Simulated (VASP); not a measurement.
MgB2: single point with PBE

The system is MgB2.

```
CELL_PARAMETERS angstrom
-2.66839 2.66839 2.14255
2.66839 -2.66839 2.14255
2.66839 2.66839 -2.14255
ATOMIC_POSITIONS crystal
Mg 0.75000 0.75000 0.00000
Mg 0.25000 0.25000 0.00000
B 0.34544 0.15456 0.50000
B 0.15456 0.65456 0.80913
B 0.84544 0.34544 0.19087
B 0.65456 0.84544 0.50000
```

The cell was generated, and may not be a known phase.

```json
{"Program": "VASP 6.6.1", "Task": "single point", "Functional": "PBE", "Potentials or basis": "VASP PAW PBE potentials, release 64 (Mg, B)", "Cutoff": "520 eV", "k mesh": "6 × 6 × 6", "Occupations": "gaussian, width 0.1 eV", "Spin": "no spin polarisation", "Dipole correction": "no", "Further INCAR settings": "ALGO = Normal; EDIFF = 1e-06; NBANDS = 17"}
```

The pressure is 24.1 GPa. The largest force is 1.458 eV/Å. The band gap on the k mesh is zero (bands 8 and 9 overlap by 2.30 eV).

Forces in eV/Å, atoms in the order of the input:
```
Mg   0.000  0.000  0.000
Mg   0.000  0.000  0.000
B   -1.031  1.031  0.000
B   -1.031 -1.031  0.000
B    1.031  1.031  0.000
B    1.031 -1.031  0.000
```

Stress tensor (GPa, compression positive):
```
13.58  0.00  0.00
 0.00 13.58  0.00
 0.00  0.00 45.01
```

Levels at points of the mesh, in eV from the Fermi level:
```csv
k point,band 5,band 6,band 7,band 8,band 9,band 10,band 11,band 12
"(0.00, 0.00, 0.00)",-1.88,-1.88,-1.67,-1.44,-1.21,-1.17,-1.17,-0.55
"(0.50, 0.00, 0.00)",-4.13,-4.13,-0.67,-0.67,1.97,1.97,3.31,3.31
"(0.50, 0.50, 0.00)",-3.10,-1.80,-1.80,-1.63,-1.18,0.34,1.93,2.65
"(0.50, 0.50, 0.50)",-5.28,-4.78,1.10,1.10,1.81,1.92,2.62,4.01
```

It took 13 s on 1 thread of AMD EPYC 9R45 96-Core Processor (Zen 5), on a shared host, peak memory 0.15 GiB.

Caveat: the stress differs along the axes, from 14 to 45 GPa; forces of over 1 eV/Å act on the atoms, so gaps and moduli don't describe the material at rest.
